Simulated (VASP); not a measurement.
Input of a VASP 6.6.1 run:

INCAR

```
SYSTEM = Si2Ni
PREC = Accurate ; ENCUT = 520
EDIFF = 1E-8 ; ISMEAR = -1
SIGMA = 0.05 ; LREAL = .FALSE.
LASPH = .TRUE. ; NELM = 150
ALGO = Normal ; ISIF = 2
LWAVE = .FALSE. ; LCHARG = .TRUE.
ISPIN = 2 ; MAGMOM = 1 0 0
LORBIT = 11 ; LMAXMIX = 4
GGA = PE ; NBANDS = 20
IBRION = 8 ; NSW = 1
```

Contents of KPOINTS:

```
regular mesh
0
G
  7 7 7
  0 0 0
```

Contents of POSCAR:

```
Si2Ni
1.0
    0.0000000000      2.7030000000      2.7030000000
    2.7030000000      0.0000000000      2.7030000000
    2.7030000000      2.7030000000      0.0000000000
Ni Si
1 2
Direct
    0.0000000000      0.0000000000      0.0000000000
    0.7500000000      0.7500000000      0.7500000000
    0.2500000000      0.2500000000      0.2500000000
```

Potentials or basis: VASP PAW PBE potentials, release 64 (Ni, Si).

Command:

```sh
$ cat potpaw_PBE.64/Ni/POTCAR potpaw_PBE.64/Si/POTCAR > POTCAR
$ mpirun -np 1 vasp_std > vasp.out
```

Problem. Predict the highest phonon frequency at Γ, LO-TO splitting left out.

Solution. 335 cm⁻¹.

Problem. Predict the net moment.

Solution. 0.00 μB per cell.

Phonon frequencies in cm⁻¹ (negative: imaginary):
| q point | frequencies |
| --- | --- |
| (0.000, 0.000, 0.000) | 0 0 0 312 312 312 335 335 335 |

Caveat: the cell wasn't relaxed at this level first, which shifts response properties.
